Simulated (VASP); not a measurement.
Set up this calculation in VASP 6.6.1, as the native input.

```yaml
Task: single point
Functional: PBEsol
Potentials_or_basis: VASP PAW PBE potentials, release 64 (W_sv)
Cutoff: 500 eV
k_mesh: 6 × 6 × 6
Occupations: gaussian, width 0.1 eV
Spin: no spin polarisation
Dipole_correction: no
Further_INCAR_settings: ALGO = Normal; EDIFF = 1e-06; NBANDS = 21
```

The structure of W lies in POSCAR:

```
W
1.0
    0.0000000000      2.6305023253      2.6305023253
    2.6305023253      0.0000000000      2.6305023253
    2.6305023253      2.6305023253      0.0000000000
W
2
Direct
    0.5000000000      0.5000000000      0.5000000000
    0.7500000000      0.7500000000      0.7500000000
```

This isn't the form of W at room conditions, which is bcc.

The input as run:

INCAR

```
SYSTEM = W
PREC = Accurate
ENCUT = 500
EDIFF = 1E-6
ISMEAR = 0
SIGMA = 0.1
LREAL = .FALSE.
LASPH = .TRUE.
NELM = 120
ALGO = Normal
ISIF = 2
LWAVE = .FALSE.
LCHARG = .TRUE.
GGA = PS
LELF = .TRUE.
LVHAR = .TRUE.
NBANDS = 21
GGA_COMPAT = .FALSE.
```

KPOINTS

```
regular mesh
0
G
  6 6 6
  0 0 0
```

Potentials or basis: VASP PAW PBE potentials, release 64 (W_sv).

Run with:

```sh
$ cat potpaw_PBE.64/W_sv/POTCAR > POTCAR
$ mpirun -np 1 vasp_std > vasp.out
```

It gave:

| Property | Result |
| --- | --- |
| Pressure | 62.3 GPa |
| Band gap on the k mesh | zero (bands 14 and 15 overlap by 1.02 eV) |

Caveat: the cell stands under pressure; the PAW data sets were made with another functional, which shifts forces and pressure a little; spin-orbit coupling is left out, which moves the levels of the heavy elements.

Run time: 12 s on 1 thread of Intel(R) Xeon(R) Platinum 8259CL CPU @ 2.50GHz (Skylake/Cascade Lake) (shared host), peak memory 0.15 GiB.
